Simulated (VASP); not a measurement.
# Bi (Immm) in VASP: a series of runs

The runs below take Bi through single point, with PBEsol+D3(BJ).

All numbers are computed with VASP 6.6.1; they aren't measurements. Logs are shortened: lines on timing, memory, paths and dates and some standing lists are left out, and cuts for length are marked.

### 1 The cell of the first run

The structure is orthorhombic, space group Immm (No. 71). The conventional cell has a = 3.373 Å, b = 4.027 Å, c = 4.143 Å, α = 90.00°, β = 90.00°, γ = 90.00°. Bi (site symmetry mmm) has 14 Bi at 3.35 to 4.14 Å within 4.4 Å.

### 2 Single point, PBEsol+D3(BJ)

INCAR reads:

```
PREC = Accurate ; ENCUT = 520
EDIFF = 1E-6 ; ISMEAR = 0
SIGMA = 0.15 ; LREAL = F
LASPH = T ; NELM = 80
ALGO = Fast ; ISIF = 2
LWAVE = F ; LCHARG = F
GGA = PS ; IVDW = 12
NBANDS = 14
```

KPOINTS reads:

```
regular mesh
0
Gamma
  16 16 16
```

POSCAR reads:

```
Bi
1.0
   -1.6865592865      2.0713329788      2.0137131183
    1.6865592865     -2.0713329788      2.0137131183
    1.6865592865      2.0713329788     -2.0137131183
Bi
1
Direct
    0.0000000000      0.0000000000      0.0000000000
```

Potentials or basis: VASP PAW PBE potentials, release 64 (Bi_d).

On the command line:

```bash
> cat potpaw_PBE.64/Bi_d/POTCAR > POTCAR
> mpirun -np 1 vasp_std > vasp.out
```

OUTCAR:

```text
PREC = Accurate
   ENCUT = 520
   EDIFF = 1E-6
   ISMEAR = 0
   LREAL = F
   LASPH = T
   NELM = 80
   ISIF = 2
   GGA = PS
   IVDW = 12
 IVDW          = 12

 ion  position               nearest neighbor table
   1  0.000  0.000  0.000-

  LATTYP: Found a body centered orthorhombic cell.
 ALAT       =     3.3731185730
 B/A-ratio  =     1.1939770718
 C/A-ratio  =     1.2281412195

  Lattice vectors:

 A1 = (  -1.6865592865,  -2.0713329788,   2.0137131183)
 A2 = (   1.6865592865,  -2.0713329788,  -2.0137131183)
 A3 = (   1.6865592865,   2.0713329788,   2.0137131183)

Analysis of symmetry for initial positions (statically):
=====================================================================
 Subroutine PRICEL returns:
 Original cell was already a primitive cell.

 Routine SETGRP: Setting up the symmetry group for a
 body centered orthorhombic supercell.

 Subroutine GETGRP returns: Found  8 space group operations
 (whereof  8 operations were pure point group operations)
 out of a pool of  8 trial point group operations.

The static configuration has the point symmetry D_2h.

Analysis of symmetry for dynamics (positions and initial velocities):
=====================================================================
 Subroutine PRICEL returns:
 Original cell was already a primitive cell.

 Routine SETGRP: Setting up the symmetry group for a
 body centered orthorhombic supercell.

 Subroutine GETGRP returns: Found  8 space group operations
 (whereof  8 operations were pure point group operations)
 out of a pool of  8 trial point group operations.

The dynamic configuration has the point symmetry D_2h.

 Subroutine INISYM returns: Found  8 space group operations
 (whereof  8 operations are pure point group operations),
 and found     1 'primitive' translations

----------------------------------------------------------------------------------------

                                     Primitive cell

  volume of cell :      28.1390

  direct lattice vectors                    reciprocal lattice vectors
    -1.686559287  2.071332979  2.013713118     0.000000000  0.241390450  0.248297533
     1.686559287 -2.071332979  2.013713118     0.296461562  0.000000000  0.248297533
     1.686559287  2.071332979 -2.013713118     0.296461562  0.241390450  0.000000000

  length of vectors
     3.345137226  3.345137226  3.345137226     0.346296137  0.386705473  0.382307215

  position of ions in fractional coordinates (direct lattice)
     0.000000000  0.000000000  0.000000000

  ion indices of the primitive-cell ions
   primitive index   ion index
                 1           1

----------------------------------------------------------------------------------------

 KPOINTS: regular mesh

Automatic generation of k-mesh.
 Grid dimensions read from file:
 generate k-points for:   16   16   16

 Generating k-lattice:

  Cartesian coordinates                     Fractional coordinates (reciprocal lattice)
     0.000000000  0.015086903  0.015518596     0.062500000  0.000000000  0.000000000
     0.018528848  0.000000000  0.015518596     0.000000000  0.062500000  0.000000000
     0.018528848  0.015086903  0.000000000     0.000000000  0.000000000  0.062500000

  Length of vectors
     0.021643509  0.024169092  0.023894201

  Shift w.r.t. Gamma in fractional coordinates (k-lattice)
     0.000000000  0.000000000  0.000000000

 Subroutine IBZKPT returns following result:
 ===========================================

 Found    621 irreducible k-points:

 Following reciprocal coordinates:
            Coordinates               Weight
  0.000000  0.000000  0.000000      1.000000
  0.062500  0.000000  0.000000      4.000000
  0.125000  0.000000  0.000000      4.000000
  0.187500  0.000000  0.000000      4.000000
  0.250000  0.000000  0.000000      4.000000
  0.312500  0.000000 -0.000000      4.000000
[... 16 lines left out ...]
 -0.187500  0.062500  0.000000      8.000000
 -0.125000  0.062500 -0.000000      8.000000
 [... further k-points ...]
   k-points           NKPTS =    621   k-points in BZ     NKDIM =    621   number of bands    NBANDS=     14
   number of dos      NEDOS =    301   number of ions     NIONS =      1
   total plane-waves  NPLWV =  21952
   dimension x,y,z NGX =    28 NGY =   28 NGZ =   28
   dimension x,y,z NGXF=    56 NGYF=   56 NGZF=   56
   ions per type =               1
   NGX,Y,Z   is equivalent  to a cutoff of  13.92, 13.92, 13.92 a.u.
   NGXF,Y,Z  is equivalent  to a cutoff of  27.83, 27.83, 27.83 a.u.
 SYSTEM =  unknown system
   PREC   = accura    normal or accurate (medium, high low for compatibility)
   ISTART =      0    job   : 0-new  1-cont  2-samecut
   ICHARG =      2    charge: 1-file 2-atom 10-const
   ISPIN  =      1    spin polarized calculation?
   LNONCOLLINEAR =      F non collinear calculations
   LSORBIT =      F    spin-orbit coupling
   LASPH  =      T    aspherical Exc in radial PAW
   ENCUT  =  520.0 eV  38.22 Ry    6.18 a.u.   6.22  6.22  6.22*2*pi/ulx,y,z
   NELM   =     80;   NELMIN=  2; NELMDL= -5     # of ELM steps
   EDIFF  = 0.1E-05   stopping-criterion for ELM
   LREAL  =      F    real-space projection
[... 7 lines left out ...]
   TEBEG  =    0.0;   TEEND  =   0.0 temperature during run
   PSTRESS=    0.0 pullay stress
   NELECT =      15.0000    total number of electrons
   NUPDOWN=      -1.0000    fix difference up-down
   EMIN   =  10.00;   EMAX   =-10.00  energy-range for DOS
   EFERMI =   0.00;   METHOD = LEGACY
   ISMEAR =     0;   SIGMA  =   0.15  broadening in eV -4-tet -1-fermi 0-gaus
   EFERMI_NEDOS =   21; number of points for ismear=-14 and -15
   IALGO  =     68    algorithm
   IMIX   =      4    mixing-type and parameters
     AMIX     =   0.40;   BMIX     =  1.00
     AMIX_MAG =   1.60;   BMIX_MAG =  1.00
  volume/ion in A,a.u.               =      28.14       189.89
  Fermi-wavevector in a.u.,A,eV,Ry     =   1.327401  2.508425 23.973383  1.761994
  Thomas-Fermi vector in A             =   2.456716
   LORBIT       =      0    0 simple, 1 ext, 2 COOP (PROOUT), +10 PAW based schemes
   GGA     = PS    functional components
   LHFCALC =     F    Hartree Fock is set to
   AEXX    =    0.0000 exact exchange contribution
   IVDW    =    12    specifies the selected vdW correction
   LEPSILON=     F    determine dielectric tensor
   LRPA    =     F    only Hartree local field effects (RPA)
 non-spin polarized calculation
 RMM-DIIS sequential band-by-band and
 Gauss-broadening in eV      SIGMA  =   0.15
  energy-cutoff  :      520.00
  volume of cell :       28.14
 maximum number of plane-waves:       771
 NGX is ok and might be reduce to    28
   NGX = 13   NGY = 13   NGZ = 13

 number of electron      15.0000003 magnetization

 Free energy of the ion-electron system (eV)
  ---------------------------------------------------
  ext. energy  EPLUGINS =         0.00000000
  ---------------------------------------------------
  free energy    TOTEN  =        -4.17340265 eV

  energy without entropy =       -4.16709927  energy(sigma->0) =       -4.17025096

 E-fermi :   9.1234     XC(G=0): -10.9197

 val. band max:        9.1230942227   @ k =   0.1250   0.5000  -0.0000
 cond. band min:       9.1310911601   @ k =   0.3750   0.3125   0.1250
 fundamental gap:      0.0079969374
 Fermi energy:         9.1234293429

 k-point     1 :       0.0000    0.0000    0.0000
  band No.  band energies     occupation
      1     -14.0177      2.00000
      2     -13.9349      2.00000
      3     -13.9260      2.00000
      4     -13.9186      2.00000
      5     -13.7656      2.00000
      6      -5.2578      2.00000
      7      13.9547      0.00000
      8      14.0157      0.00000
      9      16.1503      0.00000
     10      18.3964      0.00000
     11      19.0716      0.00000
     12      19.5554      0.00000
     13      19.9715      0.00000
     14      21.6591      0.00000

 k-point     2 :       0.0625    0.0000    0.0000
  band No.  band energies     occupation
      1     -14.0124      2.00000
      2     -13.9333      2.00000
      3     -13.9208      2.00000
      4     -13.9207      2.00000
      5     -13.7678      2.00000
      6      -5.1882      2.00000
      7      13.0285      0.00000
      8      14.0339      0.00000
      9      15.9491      0.00000
     10      18.7199      0.00000
     11      19.3324      0.00000
     12      19.7093      0.00000
     13      19.9975      0.00000
     14      21.3900      0.00000

 k-point     3 :       0.1250    0.0000    0.0000
  band No.  band energies     occupation
      1     -13.9975      2.00000
      2     -13.9356      2.00000
      3     -13.9270      2.00000
      4     -13.8988      2.00000
      5     -13.7740      2.00000
      6      -4.9804      2.00000
      7      11.2250      0.00000
      8      14.1663      0.00000
      9      15.4389      0.00000
     10      18.7518      0.00000
     11      19.1492      0.00000
     12      19.3868      0.00000
     13      20.9124      0.00000
     14      21.9858      0.00000

 k-point     4 :       0.1875    0.0000    0.0000
  band No.  band energies     occupation
      1     -13.9768      2.00000
      2     -13.9406      2.00000
      3     -13.9351      2.00000
      4     -13.8642      2.00000
      5     -13.7833      2.00000
      6      -4.6383      2.00000
      7       9.3252      0.05718
      8      14.3551      0.00000
      9      14.7927      0.00000
     10      18.4930      0.00000
     11      18.9222      0.00000
     12      19.3225      0.00000
     13      20.4568      0.00000
     14      24.4381      0.00000

 k-point     5 :       0.2500    0.0000    0.0000
  band No.  band energies     occupation
      1     -13.9626      2.00000
      2     -13.9467      2.00000
      3     -13.9351      2.00000
      4     -13.8228      2.00000
      5     -13.7942      2.00000
      6      -4.1719      2.00000
      7       7.5150      2.00000
      8      14.1453      0.00000
      9      14.5511      0.00000
     10      18.2045      0.00000
     11      18.6579      0.00000
[... 276 lines left out ...]
 k-point    22 :      -0.2500    0.0625   -0.0000
  band No.  band energies     occupation
      1     -13.9677      2.00000
      2     -13.9433      2.00000
      3     -13.9309      2.00000
      4     -13.8415      2.00000
      5     -13.7909      2.00000
      6      -4.3561      2.00000
      7       8.4638      2.00000
      8      13.6605      0.00000
      9      14.3151      0.00000
     10      18.1564      0.00000
     11      18.9948      0.00000
     12      19.7139      0.00000
     13      21.0659      0.00000
     14      24.1776      0.00000

 k-point    23 :      -0.1875    0.0625    0.0000
  band No.  band energies     occupation
      1     -13.9871      2.00000
      2     -13.9374      2.00000
      3     -13.9250      2.00000
      4     -13.8798      2.00000
      5     -13.7807      2.00000
      6      -4.7598      2.00000
      7      10.3130      0.00000
      8      13.9043      0.00000
      9      14.5587      0.00000
     10      18.4040      0.00000
     11      19.1625      0.00000
     12      19.6036      0.00000
     13      21.2675      0.00000
     14      22.9804      0.00000

 k-point    24 :      -0.1250    0.0625   -0.0000
  band No.  band energies     occupation
      1     -14.0034      2.00000
      2     -13.9336      2.00000
      3     -13.9190      2.00000
      4     -13.9085      2.00000
      5     -13.7729      2.00000
      6      -5.0334      2.00000
      7      12.1785      0.00000
      8      13.8064      0.00000
      9      15.1201      0.00000
     10      18.7020      0.00000
     11      19.1882      0.00000
     12      19.5711      0.00000
     13      20.9091      0.00000
     14      21.2832      0.00000

 [... further k-points ...]

------------------------ aborting loop because EDIFF is reached ----------------------------------------

 Edisp (eV)   -0.58186

 E8    (eV) :    -0.4165

  FORCE on cell =-STRESS in cart. coord.  units (eV):
  Direction    XX          YY          ZZ          XY          YZ          ZX
  --------------------------------------------------------------------------------------
  -------------------------------------------------------------------------------------
  Total       0.52955     0.19654     0.27867     0.00000     0.00000    -0.00000
  in kB      30.15126    11.19030    15.86701     0.00000     0.00000    -0.00000
  external pressure =       19.07 kB  Pullay stress =        0.00 kB

 VOLUME and BASIS-vectors are now :
 -----------------------------------------------------------------------------
  energy-cutoff  :      520.00
  volume of cell :       28.14
      direct lattice vectors                 reciprocal lattice vectors
    -1.686559287  2.071332979  2.013713118     0.000000000  0.241390450  0.248297533
     1.686559287 -2.071332979  2.013713118     0.296461562  0.000000000  0.248297533
     1.686559287  2.071332979 -2.013713118     0.296461562  0.241390450  0.000000000

 POSITION                                       TOTAL-FORCE (eV/Angst)
 -----------------------------------------------------------------------------------
      0.00000      0.00000      0.00000        -0.000000      0.000000     -0.000000
 -----------------------------------------------------------------------------------
    total drift:                                0.000000     -0.000000      0.000000

  FREE ENERGIE OF THE ION-ELECTRON SYSTEM (eV)
  ---------------------------------------------------
  free  energy   TOTEN  =        -4.7552641172 eV

  energy  without entropy=       -4.7489607348  energy(sigma->0) =       -4.75211243
```

Run time: 2.4 min. Hardware: 1 thread of AMD EPYC 9R45 (Zen 5), shared host; peak memory 0.31 GiB.

What came out:

| Item | Value |
| --- | --- |
| Free energy | -4.7553 eV |
| Pressure | 1.9 GPa |
| Band gap on the k mesh | zero (an odd number of electrons rules out a gap without spin polarisation) |
| Dispersion energy per atom | -0.582 eV |

Caveat: the cell differs from its parent crystal (strain +e along x and -e along y -0.1000, strain +e along z and -e/2 along x and y +0.0467); the PAW data sets were made with another functional, which shifts forces and pressure a little; spin-orbit coupling is left out, which moves the levels of the heavy elements.

(Part 1 of 3 ends here.)
